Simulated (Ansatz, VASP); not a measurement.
# One calculation of ZnS, two programs

The input INCAR:

```
  PREC = Accurate
  ENCUT = 520
  EDIFF = 1E-8
  ISMEAR = -1
  SIGMA = 0.03
  LREAL = F
  LASPH = T
  NELM = 100
  ALGO = Normal
  ISIF = 2
  LWAVE = F
  LCHARG = F
  GGA = PS
  LEFG = T
  NBANDS = 26
```

The input KPOINTS:

```
Automatic mesh
0
Gamma
  8 8 5
```

File POSCAR:

```
ZnS
1.0
    3.8109987816      0.0000000000      0.0000000000
   -1.9054993908      3.3004217586      0.0000000000
    0.0000000000      0.0000000000      6.2340000000
Zn S
2 2
Direct
    0.3333333333      0.6666666667      0.0000000000
    0.6666666667      0.3333333333      0.5000000000
    0.3333333333      0.6666666667      0.3850000000
    0.6666666667      0.3333333333      0.8850000000
```

Input for Ansatz:

```yaml
crystal:
  lattice:
    - [3.8109987816, 0.0, 0.0]
    - [-1.9054993908, 3.3004217586, 0.0]
    - [0.0, 0.0, 6.234]
  atoms:
    - { symbol: Zn, position: [0.3333333333, 0.6666666667, 0.0] }
    - { symbol: Zn, position: [0.6666666667, 0.3333333333, 0.5] }
    - { symbol: S, position: [0.3333333333, 0.6666666667, 0.385] }
    - { symbol: S, position: [0.6666666667, 0.3333333333, 0.885] }
kpoints:
  mp_grid: { grid: [8, 8, 5] }
  band_path:
    path:
      - [0.0, 0.0, 0.0]
      - [0.5, 0.0, 0.0]
      - [0.3333333333, 0.3333333333, 0.0]
      - [0.0, 0.0, 0.0]
      - [0.0, 0.0, 0.5]
      - [0.5, 0.0, 0.5]
      - [0.3333333333, 0.3333333333, 0.5]
      - [0.0, 0.0, 0.5]
      - [0.5, 0.0, 0.5]
    npoints: 8
scf:
  occupations: { method: fermi_dirac, width: 0.03 }
hamiltonian:
  xc: pbesol
  pseudopotentials: { kind: all_electron, datasets: crystal }
output:
  forces: true
  stress: true
  eigenvalues: true
  efg: { contact_densities: true }
```

Alike in both runs: task electric field gradients; functional PBEsol; k mesh 8 × 8 × 5; occupations fermi-dirac, width 0.03 eV; no spin polarisation.

```csv
,VASP,Ansatz
version,VASP 6.6.1,Ansatz 0.2.0
potentials or method,"VASP PAW PBE potentials, release 64 (Zn, S), cutoff 520 eV","all-electron PAW with datasets made for the crystal, scalar-relativistic"
```

|  | VASP | Ansatz | Ansatz less VASP |
| --- | --- | --- | --- |
| gap on the k mesh at the Fermi level (eV) | 2.12 | 2.11 | -0.003 |
| pressure (GPa) | -1.1 | -1.3 | -0.19 |
| traceless stress, the component that is largest in VASP (GPa) | -1.23 | -1.21 | +0.017 |
| rms of the force components (eV/Å) | 0.178 | 0.177 | -0.0014 |
| size of Vzz on the site where it differs most (V/Å²) | 19.2 | 17.8 | -1.32 |

VASP's potentials were made for PBE, not for PBEsol. Atom by atom the forces differ by 0.001 eV/Å (rms over components). Ansatz ran all-electron here, and VASP with PAW potentials.
